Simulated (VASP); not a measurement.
# Be (P6_3/mmc) in VASP: further runs, part 2 of 2

VASP 6.6.1. The steps go on from the part before.

### 3 Relaxation of cell and atoms, LDA

File INCAR:

```
PREC = Accurate ; ENCUT = 600
EDIFF = 1E-6 ; ISMEAR = 1
SIGMA = 0.1 ; LREAL = False
LASPH = True ; NELM = 100
ALGO = Normal ; ISIF = 3
LWAVE = False ; LCHARG = False
IBRION = 2 ; NSW = 60
EDIFFG = -0.005
```

File KPOINTS:

```
Automatic mesh
0
Gamma
  27 27 15
```

File POSCAR:

```
Be
1.0
    2.2900000000      0.0000000000      0.0000000000
   -1.1450000000      1.9831981750      0.0000000000
    0.0000000000      0.0000000000      3.5884300000
Be
2
Direct
    0.0000000000      0.0000000000      0.0000000000
    0.3333333333      0.6666666667      0.5000000000
```

Potentials or basis: VASP PAW LDA potentials, release 64 (Be).

On the command line:

```console
cat potpaw_LDA.64/Be/POTCAR > POTCAR
mpirun -np 1 vasp_std > vasp.out
```

OUTCAR:

```text
PREC = Accurate
   ENCUT = 600
   EDIFF = 1E-6
   ISMEAR = 1
   LREAL = False
   LASPH = True
   NELM = 100
   ISIF = 3
   IBRION = 2
   NSW = 60
   EDIFFG = -0.005

 ion  position               nearest neighbor table
   1  0.000  0.000  0.000-   2 2.23   2 2.23   2 2.23   2 2.23   2 2.23   2 2.23
   2  0.333  0.667  0.500-   1 2.23   1 2.23   1 2.23   1 2.23   1 2.23   1 2.23

  LATTYP: Found a hexagonal cell.
 ALAT       =     2.2900000000
 C/A-ratio  =     1.5670000000

  Lattice vectors:

 A1 = (   2.2900000000,   0.0000000000,   0.0000000000)
 A2 = (  -1.1450000000,   1.9831981750,   0.0000000000)
 A3 = (   0.0000000000,   0.0000000000,   3.5884300000)

Analysis of symmetry for initial positions (statically):
=====================================================================
 Subroutine PRICEL returns:
 Original cell was already a primitive cell.

 Routine SETGRP: Setting up the symmetry group for a
 hexagonal supercell.

 Subroutine GETGRP returns: Found 24 space group operations
 (whereof 12 operations were pure point group operations)
 out of a pool of 24 trial point group operations.

The static configuration has the point symmetry D_3h.
 The point group associated with its full space group is D_6h.

Analysis of symmetry for dynamics (positions and initial velocities):
=====================================================================
 Subroutine PRICEL returns:
 Original cell was already a primitive cell.

 Routine SETGRP: Setting up the symmetry group for a
 hexagonal supercell.

 Subroutine GETGRP returns: Found 24 space group operations
 (whereof 12 operations were pure point group operations)
 out of a pool of 24 trial point group operations.

The dynamic configuration has the point symmetry D_3h.
 The point group associated with its full space group is D_6h.

 Subroutine INISYM returns: Found 24 space group operations
 (whereof 12 operations are pure point group operations),
 and found     1 'primitive' translations

----------------------------------------------------------------------------------------

                                     Primitive cell

  volume of cell :      16.2969

  direct lattice vectors                    reciprocal lattice vectors
     2.290000000  0.000000000  0.000000000     0.436681223  0.252118021  0.000000000
    -1.145000000  1.983198175  0.000000000     0.000000000  0.504236043  0.000000000
     0.000000000  0.000000000  3.588430000     0.000000000  0.000000000  0.278673403

  length of vectors
     2.290000000  2.290000000  3.588430000     0.504236043  0.504236043  0.278673403

  position of ions in fractional coordinates (direct lattice)
     0.000000000  0.000000000  0.000000000
     0.333333333  0.666666667  0.500000000

  ion indices of the primitive-cell ions
   primitive index   ion index
                 1           1
                 2           2

----------------------------------------------------------------------------------------

 KPOINTS: Automatic mesh
[... 49 lines left out ...]
 [... further k-points ...]
   k-points           NKPTS =    600   k-points in BZ     NKDIM =    600   number of bands    NBANDS=      6
   number of dos      NEDOS =    301   number of ions     NIONS =      2
   total plane-waves  NPLWV =   9720
   dimension x,y,z NGX =    18 NGY =   18 NGZ =   30
   dimension x,y,z NGXF=    36 NGYF=   36 NGZF=   60
   ions per type =               2
   NGX,Y,Z   is equivalent  to a cutoff of  13.07, 13.07, 13.90 a.u.
   NGXF,Y,Z  is equivalent  to a cutoff of  26.13, 26.13, 27.80 a.u.
 SYSTEM =  unknown system
   PREC   = accura    normal or accurate (medium, high low for compatibility)
   ISTART =      0    job   : 0-new  1-cont  2-samecut
   ICHARG =      2    charge: 1-file 2-atom 10-const
   ISPIN  =      1    spin polarized calculation?
   LNONCOLLINEAR =      F non collinear calculations
   LSORBIT =      F    spin-orbit coupling
   LASPH  =      T    aspherical Exc in radial PAW
   ENCUT  =  600.0 eV  44.10 Ry    6.64 a.u.   4.57  4.57  7.17*2*pi/ulx,y,z
   NELM   =    100;   NELMIN=  2; NELMDL= -5     # of ELM steps
   EDIFF  = 0.1E-05   stopping-criterion for ELM
   LREAL  =      F    real-space projection
   EDIFFG = -.5E-02   stopping-criterion for IOM
   NSW    =     60    number of steps for IOM
   IBRION =      2    ionic relax: 0-MD 1-quasi-New 2-CG
   NFREE  =      1    steps in history (QN), initial steepest desc. (CG)
   ISIF   =      3    stress and relaxation
   ISYM   =      2    0-nonsym 1-usesym 2-fastsym
   POTIM  = 0.5000    time-step for ionic-motion
   TEBEG  =    0.0;   TEEND  =   0.0 temperature during run
   PSTRESS=    0.0 pullay stress
   NELECT =       4.0000    total number of electrons
   NUPDOWN=      -1.0000    fix difference up-down
   EMIN   =  10.00;   EMAX   =-10.00  energy-range for DOS
   EFERMI =   0.00;   METHOD = LEGACY
   ISMEAR =     1;   SIGMA  =   0.10  broadening in eV -4-tet -1-fermi 0-gaus
   EFERMI_NEDOS =   21; number of points for ismear=-14 and -15
   IALGO  =     38    algorithm
   IMIX   =      4    mixing-type and parameters
     AMIX     =   0.40;   BMIX     =  1.00
     AMIX_MAG =   1.60;   BMIX_MAG =  1.00
  volume/ion in A,a.u.               =       8.15        54.99
  Fermi-wavevector in a.u.,A,eV,Ry     =   1.025005  1.936979 14.294770  1.050636
  Thomas-Fermi vector in A             =   2.158823
   LORBIT       =      0    0 simple, 1 ext, 2 COOP (PROOUT), +10 PAW based schemes
   GGA     = CA    functional components
   LHFCALC =     F    Hartree Fock is set to
   AEXX    =    0.0000 exact exchange contribution
   IVDW    =     0    specifies the selected vdW correction
   LEPSILON=     F    determine dielectric tensor
   LRPA    =     F    only Hartree local field effects (RPA)
 conjugate gradient relaxation of ions
 non-spin polarized calculation
 Methfessel and Paxton  Order N= 1 SIGMA  =   0.10
  energy-cutoff  :      600.00
  volume of cell :       16.30
 maximum number of plane-waves:       559
   NGX =  9   NGY =  9   NGZ = 15

--------------------------------------- Ionic step        1  -------------------------------------------

 number of electron       4.0000000 magnetization

 Free energy of the ion-electron system (eV)
  ---------------------------------------------------
  ext. energy  EPLUGINS =         0.00000000
  ---------------------------------------------------
  free energy    TOTEN  =        -8.38817807 eV

  energy without entropy =       -8.38832715  energy(sigma->0) =       -8.38822776

------------------------ aborting loop because EDIFF is reached ----------------------------------------

  FORCE on cell =-STRESS in cart. coord.  units (eV):
  Direction    XX          YY          ZZ          XY          YZ          ZX
  --------------------------------------------------------------------------------------
  -------------------------------------------------------------------------------------
  Total       -0.8697872     -0.8697872     -0.8279612      0.0000000      0.0000000     -0.0000000
  in kB      -85.5101181    -85.5101181    -81.3981384      0.0000000      0.0000000     -0.0000000
  external PRESSURE =     -84.1394582 kB  Pullay stress =       0.0000000 kB
[... 203 lines left out ...]
--------------------------------------- Ionic step        7  -------------------------------------------

 number of electron       4.0000000 magnetization

 Free energy of the ion-electron system (eV)
  ---------------------------------------------------
  ext. energy  EPLUGINS =         0.00000000
  ---------------------------------------------------
  free energy    TOTEN  =        -8.41988467 eV

  energy without entropy =       -8.42007119  energy(sigma->0) =       -8.41994684

 E-fermi :   7.0265     XC(G=0): -10.7622

 val. band max:        6.9865746732   @ k =   0.2963   0.2593   0.0000
 cond. band min:       7.0584538051   @ k =   0.2963   0.2963   0.2000
 fundamental gap:      0.0718791319
 Fermi energy:         7.0264990733

 k-point     1 :       0.0000    0.0000    0.0000
  band No.  band energies     occupation
      1      -4.3111      2.00000
      2       2.5269      2.00000
      3       8.4996     -0.00000
      4      23.3885      0.00000
      5      23.3885      0.00000
      6      26.3088      0.00000
[... 199 lines left out ...]
 k-point    24 :       0.3704    0.0370    0.0000
  band No.  band energies     occupation
      1       0.0280      2.00000
      2       6.3507      2.00000
      3       8.2821     -0.00000
      4      13.5799      0.00000
      5      16.6952      0.00000
      6      17.1783      0.00000

 [... further k-points ...]

------------------------ aborting loop because EDIFF is reached ----------------------------------------

  FORCE on cell =-STRESS in cart. coord.  units (eV):
  Direction    XX          YY          ZZ          XY          YZ          ZX
  --------------------------------------------------------------------------------------
  -------------------------------------------------------------------------------------
  Total        0.0008136      0.0008136      0.0007355      0.0000000      0.0000000     -0.0000000
  in kB        0.0860279      0.0860279      0.0777701      0.0000000      0.0000000     -0.0000000
  external PRESSURE =       0.0832753 kB  Pullay stress =       0.0000000 kB
[... 17 lines left out ...]
  FREE ENERGIE OF THE ION-ELECTRON SYSTEM (eV)
  ---------------------------------------------------
  free  energy   TOTEN  =        -8.4198846700 eV

  energy  without entropy=       -8.4200711949  energy(sigma->0) =       -8.41994684

 reached required accuracy - stopping structural energy minimisation
```

Run time: 50 s. Hardware: 1 thread of Intel Xeon 6975P-C (Granite Rapids), shared host; peak memory 0.18 GiB.

What came out:

```yaml
Free_energy: -8.4199 eV
Relaxed_volume: 7.58 Å³/atom
Relaxed_cell: a = 2.232 Å, b = 2.232 Å, c = 3.514 Å, α = 90.00°, β = 90.00°, γ = 120.00°
Space_group_after_relaxing_to_0.1_Å: P6_3/mmc (No. 194)
Energy_gained_by_relaxing: 15.9 meV/atom
Ionic_steps: 7
Pressure_after_relaxing: 0.0 GPa
Band_gap_on_the_k_mesh: zero (bands 2 and 3 overlap by 2.18 eV)
```

Step by step:
| step | energy change (eV) | largest force (eV/Å) | pressure (GPa) | volume (Å³) |
| --- | --- | --- | --- | --- |
| 1 | 0.0000 | 0.0000 | -8.41 | 16.30 |
| 2 | -0.0309 | 0.0000 | -1.27 | 15.31 |
| 3 | -0.0315 | 0.0000 | -0.03 | 15.16 |
| 4 | -0.0315 | 0.0000 | 0.17 | 15.14 |
| 5 | -0.0317 | 0.0000 | 0.16 | 15.14 |
| 6 | -0.0317 | 0.0000 | 0.16 | 15.14 |
| 7 | -0.0317 | 0.0000 | 0.01 | 15.15 |

Final structure:
```yaml
crystal:
  lattice:
    - [2.23155, 0.00000, 0.00000]
    - [-1.11577, 1.93258, 0.00000]
    - [0.00000, 0.00000, 3.51355]
  atoms:
    - { symbol: Be, position: [0.00000, 0.00000, 0.00000] }
    - { symbol: Be, position: [0.33333, 0.66667, 0.50000] }
```

Levels at points of the mesh, in eV from the Fermi level:
```csv
k point,band 1,band 2,band 3,band 4,band 5,band 6
"(0.00, 0.00, 0.00)",-11.34,-4.50,1.47,16.36,16.36,19.28
```
